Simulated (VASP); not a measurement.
# Mg8HO8 (a cell with a defect) in VASP: a series of runs

The runs below take Mg8HO8 (a cell with a defect) through single point, with PBE.

All numbers are computed with VASP 6.6.1; they aren't measurements. Logs are shortened: lines on timing, memory, paths and dates and some standing lists are left out, and cuts for length are marked.

### Step 1. The cell of the first run

The cell holds a defect, 17 atoms: a = 5.955 Å, b = 5.955 Å, c = 5.955 Å, α = 60.00°, β = 60.00°, γ = 60.00°.

### Step 2. Single point, PBE

File INCAR:

```
SYSTEM = Mg8HO8
PREC = Accurate
ENCUT = 520
EDIFF = 1E-6
ISMEAR = 0
SIGMA = 0.05
LREAL = .FALSE.
LASPH = .TRUE.
NELM = 120
ALGO = Normal
ISIF = 2
LWAVE = .FALSE.
LCHARG = .FALSE.
GGA = PE
NELECT = 64.0
NBANDS = 46
GGA_COMPAT = .FALSE.
```

File KPOINTS:

```
regular mesh
0
G
  1 1 1
  0 0 0
```

File POSCAR:

```
Mg8HO8
1.0
    0.0000000000      4.2110000000      4.2110000000
    4.2110000000      0.0000000000      4.2110000000
    4.2110000000      4.2110000000      0.0000000000
Mg O H
8 8 1
Direct
    0.0046595820      0.0006636191      0.0037666825
    0.0289754215      0.0052922109      0.4900457136
    0.0089244835      0.4993141772      0.0093061031
    0.0094147471      0.4986747803      0.4964230587
    0.4863343624      0.0055948706      0.0351367846
    0.4895156732      0.0051627879      0.4899243648
    0.4963330563      0.4992316552      0.0093893374
    0.5073921871      0.4932499406      0.5059445500
    0.2507413916      0.2581068630      0.2543267632
    0.2634108288      0.2385725481      0.7551068630
    0.2539311327      0.7480626929      0.2610995013
    0.2574069105      0.7448956305      0.7536762052
    0.7586585134      0.2563528853      0.2403920684
    0.7569291142      0.2393952743      0.7549417003
    0.7508925433      0.7483188079      0.2604840893
    0.7458630967      0.7776835668      0.7436448587
    0.6737736880     -0.0253267632      0.6909584422
```

Potentials or basis: VASP PAW PBE potentials, release 64 (Mg, O, H).

Command:

```console
cat potpaw_PBE.64/Mg/POTCAR potpaw_PBE.64/O/POTCAR potpaw_PBE.64/H/POTCAR > POTCAR
mpirun -np 1 vasp_gam > vasp.out
```

OUTCAR:

```text
SYSTEM = Mg8HO8
   PREC = Accurate
   ENCUT = 520
   EDIFF = 1E-6
   ISMEAR = 0
   LREAL = .FALSE.
   LASPH = .TRUE.
   NELM = 120
   ISIF = 2
   GGA = PE
   NELECT = 64.0

 ion  position               nearest neighbor table
   1  0.005  0.001  0.004-  13 2.07  14 2.09  10 2.09  12 2.13  15 2.13  11 2.13   3 2.96   7 2.96
                             4 2.96   2 2.98   6 2.98   5 2.98   5 2.98   6 2.98   2 2.99   4 2.99
   2  0.029  0.005  0.490-  17 1.89   9 2.00  11 2.05  12 2.08  14 2.11  16 2.16  13 2.19   5 2.72
                             6 2.74   4 2.90   3 2.90   8 2.95   1 2.98   1 2.99   8 3.01   3 3.05
   3  0.009  0.499  0.009-   9 2.05  13 2.08  12 2.08  15 2.11  10 2.17  16 2.23   5 2.89   4 2.90
                             7 2.90   2 2.90   1 2.96   8 2.97   8 2.98   1 3.00   7 3.05   2 3.05
   4  0.009  0.499  0.496-   9 2.03  11 2.08  15 2.08  14 2.16  10 2.16  16 2.22   7 2.90   3 2.90
                             2 2.90   6 2.90   1 2.96   8 2.98   8 2.98   1 2.99   3 3.05   7 3.06
   5  0.486  0.006  0.035-  17 1.83   9 1.99  11 2.07  15 2.07  10 2.13  14 2.13  16 2.20   2 2.72
                             6 2.72   3 2.89   7 2.90   8 2.93   1 2.98   1 2.98   8 3.03   7 3.06
   6  0.490  0.005  0.490-  17 1.89   9 2.00  15 2.05  12 2.08  10 2.11  16 2.15  13 2.19   5 2.72
                             2 2.74   4 2.90   7 2.90   8 2.95   1 2.98   1 2.98   8 3.01   7 3.05
   7  0.496  0.499  0.009-   9 2.05  13 2.08  12 2.08  11 2.11  14 2.17  16 2.23   5 2.90   4 2.90
                             3 2.90   6 2.90   1 2.96   8 2.97   8 2.98   1 3.00   3 3.05   6 3.05
   8  0.507  0.493  0.506-  11 2.10  14 2.10  15 2.10  10 2.10  12 2.10  13 2.12   5 2.93   6 2.95
                             2 2.95   3 2.97   7 2.97   4 2.98   4 2.98   7 2.98   3 2.98   2 3.01
   9  0.251  0.258  0.254-   5 1.99   6 2.00   2 2.00   4 2.03   7 2.05   3 2.05
  10  0.263  0.239  0.755-   1 2.09   8 2.10   6 2.11   5 2.13   4 2.16   3 2.17
  11  0.254  0.748  0.261-   2 2.05   5 2.07   4 2.08   8 2.10   7 2.11   1 2.13
  12  0.257  0.745  0.754-   2 2.08   6 2.08   3 2.08   7 2.08   8 2.10   1 2.13
  13  0.759  0.256  0.240-   1 2.07   3 2.08   7 2.08   8 2.12   2 2.19   6 2.19
  14  0.757  0.239  0.755-   1 2.09   8 2.10   2 2.11   5 2.13   4 2.16   7 2.17
  15  0.751  0.748  0.260-   6 2.05   5 2.07   4 2.08   8 2.10   3 2.11   1 2.13
  16  0.746  0.778  0.744-  17 0.96   6 2.15   2 2.16   5 2.20   4 2.22   7 2.23   3 2.23
  17  0.674  0.975  0.691-  16 0.96   5 1.83   6 1.89   2 1.89

  LATTYP: Found a face centered cubic cell.
 ALAT       =     8.4220000000

  Lattice vectors:

 A1 = (   0.0000000000,   4.2110000000,   4.2110000000)
 A2 = (   4.2110000000,   0.0000000000,   4.2110000000)
 A3 = (   4.2110000000,   4.2110000000,   0.0000000000)

Analysis of symmetry for initial positions (statically):
=====================================================================
 Subroutine PRICEL returns:
 Original cell was already a primitive cell.

 Routine SETGRP: Setting up the symmetry group for a
 face centered cubic supercell.

 Subroutine GETGRP returns: Found  1 space group operations
 (whereof  1 operations were pure point group operations)
 out of a pool of 48 trial point group operations.

The static configuration has the point symmetry C_1 .

Analysis of symmetry for dynamics (positions and initial velocities):
=====================================================================
 Subroutine PRICEL returns:
 Original cell was already a primitive cell.

 Routine SETGRP: Setting up the symmetry group for a
 face centered cubic supercell.

 Subroutine GETGRP returns: Found  1 space group operations
 (whereof  1 operations were pure point group operations)
 out of a pool of 48 trial point group operations.

The dynamic configuration has the point symmetry C_1 .

 Subroutine INISYM returns: Found  1 space group operations
 (whereof  1 operations are pure point group operations),
 and found     1 'primitive' translations

----------------------------------------------------------------------------------------

                                     Primitive cell

  volume of cell :     149.3433

  direct lattice vectors                    reciprocal lattice vectors
     0.000000000  4.211000000  4.211000000    -0.118736642  0.118736642  0.118736642
     4.211000000  0.000000000  4.211000000     0.118736642 -0.118736642  0.118736642
     4.211000000  4.211000000  0.000000000     0.118736642  0.118736642 -0.118736642

  length of vectors
     5.955253311  5.955253311  5.955253311     0.205657897  0.205657897  0.205657897

  position of ions in fractional coordinates (direct lattice)
     0.004659582  0.000663619  0.003766683
     0.028975422  0.005292211  0.490045714
     0.008924484  0.499314177  0.009306103
     0.009414747  0.498674780  0.496423059
     0.486334362  0.005594871  0.035136785
     0.489515673  0.005162788  0.489924365
[... 9 lines left out ...]
     0.745863097  0.777683567  0.743644859
     0.673773688  0.974673237  0.690958442

  ion indices of the primitive-cell ions
   primitive index   ion index
                 1           1
                 2           2
                 3           3
                 4           4
                 5           5
                 6           6
[... 9 lines left out ...]
                16          16
                17          17

----------------------------------------------------------------------------------------

 KPOINTS: regular mesh

Automatic generation of k-mesh.
 Grid dimensions read from file:
 generate k-points for:    1    1    1

 Generating k-lattice:

  Cartesian coordinates                     Fractional coordinates (reciprocal lattice)
    -0.118736642  0.118736642  0.118736642     1.000000000  0.000000000  0.000000000
     0.118736642 -0.118736642  0.118736642     0.000000000  1.000000000  0.000000000
     0.118736642  0.118736642 -0.118736642     0.000000000  0.000000000  1.000000000

  Length of vectors
     0.205657897  0.205657897  0.205657897

  Shift w.r.t. Gamma in fractional coordinates (k-lattice)
     0.000000000  0.000000000  0.000000000

 Subroutine IBZKPT returns following result:
 ===========================================

 Found      1 irreducible k-points:

 Following reciprocal coordinates:
            Coordinates               Weight
  0.000000  0.000000  0.000000      1.000000
   k-points           NKPTS =      1   k-points in BZ     NKDIM =      1   number of bands    NBANDS=     46
   number of dos      NEDOS =    301   number of ions     NIONS =     17
   total plane-waves  NPLWV = 110592
   dimension x,y,z NGX =    48 NGY =   48 NGZ =   48
   dimension x,y,z NGXF=    96 NGYF=   96 NGZF=   96
   ions per type =               8   8   1
   NGX,Y,Z   is equivalent  to a cutoff of  13.40, 13.40, 13.40 a.u.
   NGXF,Y,Z  is equivalent  to a cutoff of  26.80, 26.80, 26.80 a.u.
 SYSTEM =  Mg8HO8
   PREC   = accura    normal or accurate (medium, high low for compatibility)
   ISTART =      0    job   : 0-new  1-cont  2-samecut
   ICHARG =      2    charge: 1-file 2-atom 10-const
   ISPIN  =      1    spin polarized calculation?
   LNONCOLLINEAR =      F non collinear calculations
   LSORBIT =      F    spin-orbit coupling
   LASPH  =      T    aspherical Exc in radial PAW
   ENCUT  =  520.0 eV  38.22 Ry    6.18 a.u.  11.07 11.07 11.07*2*pi/ulx,y,z
   NELM   =    120;   NELMIN=  2; NELMDL= -5     # of ELM steps
   EDIFF  = 0.1E-05   stopping-criterion for ELM
   LREAL  =      F    real-space projection
   EDIFFG = 0.1E-04   stopping-criterion for IOM
   NSW    =      0    number of steps for IOM
   IBRION =     -1    ionic relax: 0-MD 1-quasi-New 2-CG
   NFREE  =      0    steps in history (QN), initial steepest desc. (CG)
   ISIF   =      2    stress and relaxation
   ISYM   =      2    0-nonsym 1-usesym 2-fastsym
   POTIM  = 0.5000    time-step for ionic-motion
   TEBEG  =    0.0;   TEEND  =   0.0 temperature during run
   PSTRESS=    0.0 pullay stress
   NELECT =      64.0000    total number of electrons
   NUPDOWN=      -1.0000    fix difference up-down
   EMIN   =  10.00;   EMAX   =-10.00  energy-range for DOS
   EFERMI =   0.00;   METHOD = LEGACY
   ISMEAR =     0;   SIGMA  =   0.05  broadening in eV -4-tet -1-fermi 0-gaus
   EFERMI_NEDOS =   21; number of points for ismear=-14 and -15
   IALGO  =     38    algorithm
   IMIX   =      4    mixing-type and parameters
     AMIX     =   0.40;   BMIX     =  1.00
     AMIX_MAG =   1.60;   BMIX_MAG =  1.00
  volume/ion in A,a.u.               =       8.78        59.28
  Fermi-wavevector in a.u.,A,eV,Ry     =   1.234259  2.332411 20.727046  1.523395
  Thomas-Fermi vector in A             =   2.368956
   LORBIT       =      0    0 simple, 1 ext, 2 COOP (PROOUT), +10 PAW based schemes
   GGA     = PE    functional components
   LHFCALC =     F    Hartree Fock is set to
   AEXX    =    0.0000 exact exchange contribution
   IVDW    =     0    specifies the selected vdW correction
   LEPSILON=     F    determine dielectric tensor
   LRPA    =     F    only Hartree local field effects (RPA)
 non-spin polarized calculation
 Gauss-broadening in eV      SIGMA  =   0.05
  energy-cutoff  :      520.00
  volume of cell :      149.34
 maximum number of plane-waves:      2008
 NGX is ok and might be reduce to    48
   NGX = 23   NGY = 23   NGZ = 23

 number of electron      63.9999998 magnetization

 Free energy of the ion-electron system (eV)
  ---------------------------------------------------
  ext. energy  EPLUGINS =         0.00000000
  ---------------------------------------------------
  free energy    TOTEN  =       -95.38821692 eV

  energy without entropy =      -95.38821692  energy(sigma->0) =      -95.38821692

 E-fermi :   4.0976     XC(G=0): -10.9500

 val. band max:        3.8207671865   @ k =   0.0000   0.0000   0.0000
 cond. band min:       7.8670055823   @ k =   0.0000   0.0000   0.0000
 fundamental gap:      4.0462383958
 Fermi energy:         4.0975793915

 k-point     1 :       0.0000    0.0000    0.0000
  band No.  band energies     occupation
      1     -16.4522      2.00000
      2     -13.3235      2.00000
      3     -12.3844      2.00000
      4     -11.9834      2.00000
      5     -11.9827      2.00000
      6     -11.9459      2.00000
[... 36 lines left out ...]
     43      13.5938      0.00000
     44      15.2156      0.00000
 [bands above 44 left out]

------------------------ aborting loop because EDIFF is reached ----------------------------------------

  FORCE on cell =-STRESS in cart. coord.  units (eV):
  Direction    XX          YY          ZZ          XY          YZ          ZX
  --------------------------------------------------------------------------------------
  -------------------------------------------------------------------------------------
  Total        5.3746729      4.6663433      4.6360741      2.0184350      1.5833922     -2.0111507
  in kB       57.6603001     50.0612340     49.7365015     21.6540747     16.9868701    -21.5759274
  external PRESSURE =      52.4860119 kB  Pullay stress =       0.0000000 kB

 VOLUME and BASIS-vectors are now :
 -----------------------------------------------------------------------------
  energy-cutoff  :      520.00
  volume of cell :      149.34
      direct lattice vectors                 reciprocal lattice vectors
     0.000000000  4.211000000  4.211000000    -0.118736642  0.118736642  0.118736642
     4.211000000  0.000000000  4.211000000     0.118736642 -0.118736642  0.118736642
     4.211000000  4.211000000  0.000000000     0.118736642  0.118736642 -0.118736642

 POSITION                                       TOTAL-FORCE (eV/Angst)
 -----------------------------------------------------------------------------------
      0.01866      0.03548      0.02242        -0.010122      0.005252     -0.005929
      2.08587      2.18560      0.14430        -0.005613     -0.004188      0.029009
      2.14180      0.07677      2.14019         0.000003      0.018326      0.004136
      4.19036      2.13008      2.13956        -0.023220     -0.003123     -0.003357
      0.17152      2.19592      2.07151         0.024638      0.021715     -0.007833
      2.08481      4.12442      2.08309        -0.009491     -0.030213      0.001802
[... 9 lines left out ...]
      6.40631      6.27232      6.41565        -0.085786      0.100807     -0.087105
      7.01398      5.74689      6.94161         0.096811     -0.096210      0.089314
 -----------------------------------------------------------------------------------
    total drift:                                0.000189     -0.000599      0.000717

  FREE ENERGIE OF THE ION-ELECTRON SYSTEM (eV)
  ---------------------------------------------------
  free  energy   TOTEN  =       -95.3882169176 eV

  energy  without entropy=      -95.3882169176  energy(sigma->0) =      -95.38821692
```

It took 56 s on 1 thread of Intel Xeon 8259CL, shared host; peak memory 0.3 GiB.

What came out:

```
Free energy   : -95.3882 eV
Largest force : 0.163 eV/Å
```

Forces on the atoms (eV/Å):
```
Mg  -0.010  0.005 -0.006
Mg  -0.006 -0.004  0.029
Mg   0.000  0.018  0.004
Mg  -0.023 -0.003 -0.003
Mg   0.025  0.022 -0.008
Mg  -0.009 -0.030  0.002
Mg  -0.003 -0.009 -0.015
Mg   0.011 -0.006  0.005
O   -0.002 -0.005  0.000
O    0.003 -0.003  0.002
O   -0.004 -0.007  0.001
O    0.004  0.002  0.000
O    0.002  0.016 -0.015
O    0.002  0.001  0.002
O    0.001 -0.002  0.000
O   -0.086  0.101 -0.087
H    0.097 -0.096  0.089
```

Levels at points of the mesh, in eV from the Fermi level:
```csv
k point,band 28,band 29,band 30,band 31,band 32,band 33,band 34,band 35,band 36,band 37
"(0.00, 0.00, 0.00)",-0.70,-0.68,-0.34,-0.28,-0.28,3.77,6.06,7.24,7.41,7.42
```

Caveat: the k points lie up to 1.29 Å⁻¹ apart; the cell carries a net charge on a neutralising background, which shifts energy and pressure; the cell is charged against a uniform background, so pressure and absolute levels hang on convention.

### Step 3. Single point, PBE

File INCAR:

```
PREC = Accurate
ENCUT = 520
EDIFF = 1E-6
ISMEAR = 0
SIGMA = 0.05
LREAL = F
LASPH = T
NELM = 120
ALGO = Normal
ISIF = 2
LWAVE = F
LCHARG = T
GGA = PE
LELF = T
LVHAR = T
NELECT = 64.0
NBANDS = 46
GGA_COMPAT = F
```

File KPOINTS:

```
Automatic mesh
0
Gamma
  1 1 1
```

File POSCAR:

```
Mg8HO8
1.0
    0.0000000000      4.2110000000      4.2110000000
    4.2110000000      0.0000000000      4.2110000000
    4.2110000000      4.2110000000      0.0000000000
Mg O H
8 8 1
Direct
    0.0012094514      0.0005328900      0.0011707433
    0.0195507005      0.0189104726      0.4780726668
    0.0196410591      0.4773273569      0.0196049632
    0.0105566374      0.4988354310      0.4994910948
    0.4781148183      0.0189070292      0.0195109238
    0.4995137735      0.0098744954      0.4994748278
    0.4995288530      0.4988342436      0.0105181667
    0.5030955830      0.5024441938      0.5030585372
    0.2563218950      0.2555938019      0.2562822370
    0.2521880788      0.2515345524      0.7556808359
    0.2521930658      0.7550486820      0.2521564949
    0.2488232011      0.7519640228      0.7526196865
    0.7557183567      0.2515340774      0.2521507955
    0.7526380907      0.2482232249      0.7525984327
    0.7526585134      0.7519629542      0.2487874614
    0.7529242460      0.7523424365      0.7528909998
    0.8203265258     -0.1806703871      0.8202749941
```

Potentials or basis: VASP PAW PBE potentials, release 64 (Mg, O, H).

Command:

```console
cat potpaw_PBE.64/Mg/POTCAR potpaw_PBE.64/O/POTCAR potpaw_PBE.64/H/POTCAR > POTCAR
mpirun -np 1 vasp_gam > vasp.out
```

Run time: 62 s. Hardware: 1 thread of Intel Xeon 8259CL, shared host; peak memory 0.3 GiB.

Results (log left out):

- Free energy: -95.3562 eV
- Largest force: 1.290 eV/Å

Forces on the atoms (eV/Å):
```
Mg  -0.002 -0.002 -0.002
Mg  -0.001  0.000  0.162
Mg   0.000  0.161  0.000
Mg  -0.171  0.005  0.005
Mg   0.162  0.000 -0.001
Mg   0.005 -0.171  0.005
Mg   0.005  0.005 -0.171
Mg   0.011  0.012  0.011
O    0.024  0.025  0.024
O    0.048  0.048 -0.057
O    0.048 -0.057  0.048
O   -0.069 -0.093 -0.094
O   -0.057  0.048  0.048
O   -0.092 -0.069 -0.092
O   -0.094 -0.093 -0.069
O    0.743  0.747  0.744
H   -0.561 -0.565 -0.561
```

Levels at points of the mesh, in eV from the Fermi level:
```
           k point  band 30  band 31  band 32  band 33  band 34  band 35
(0.00, 0.00, 0.00)    -0.31    -0.25    -0.25     3.66     5.86     7.21
```

Caveat: the k points lie up to 1.29 Å⁻¹ apart; the cell carries a net charge on a neutralising background, which shifts energy and pressure; the cell is charged against a uniform background, so pressure and absolute levels hang on convention.
